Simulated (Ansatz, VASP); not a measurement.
**HfO2 in VASP and in Ansatz**

```
CELL_PARAMETERS angstrom
5.11560 0.00000 0.00000
0.00000 5.17220 0.00000
-0.84471 0.00000 5.22698
ATOMIC_POSITIONS crystal
Hf 0.27590 0.04120 0.20780
Hf 0.72410 0.54120 0.29220
Hf 0.72410 0.95880 0.79220
Hf 0.27590 0.45880 0.70780
O 0.07300 0.34600 0.33200
O 0.92700 0.84600 0.16800
O 0.92700 0.65400 0.66800
O 0.07300 0.15400 0.83200
O 0.44600 0.74800 0.48800
O 0.55400 0.24800 0.01200
O 0.55400 0.25200 0.51200
O 0.44600 0.75200 0.98800
```

Alike in both runs: task single point; functional PBE; k mesh 4 × 4 × 4; occupations fermi-dirac, width 0.05 eV; no spin polarisation.

|  | VASP | Ansatz |
| --- | --- | --- |
| version | VASP 6.6.1 | Ansatz 0.2.0 |
| potentials or method | VASP PAW PBE potentials, release 64 (Hf_pv, O), cutoff 520 eV | PAW, plane waves, scalar-relativistic |
| valence electrons in the cell | 88 | 152 |

|  | VASP | Ansatz | Ansatz less VASP |
| --- | --- | --- | --- |
| gap on the k mesh at the Fermi level (eV) | 4.14 | 4.18 | +0.041 |
| pressure (GPa) | 1.5 | 4.7 | +3.19 |
| traceless stress, the component that is largest in VASP (GPa) | -2.83 | -2.92 | -0.086 |
| rms of the force components (eV/Å) | 0.390 | 0.397 | +0.0069 |

Atom by atom the forces differ by 0.038 eV/Å (rms over components). VASP's potentials hold 88 valence electrons a cell and Ansatz's 152, so a difference there can come from the potentials and not from the codes.

Neither program's run includes spin-orbit coupling.
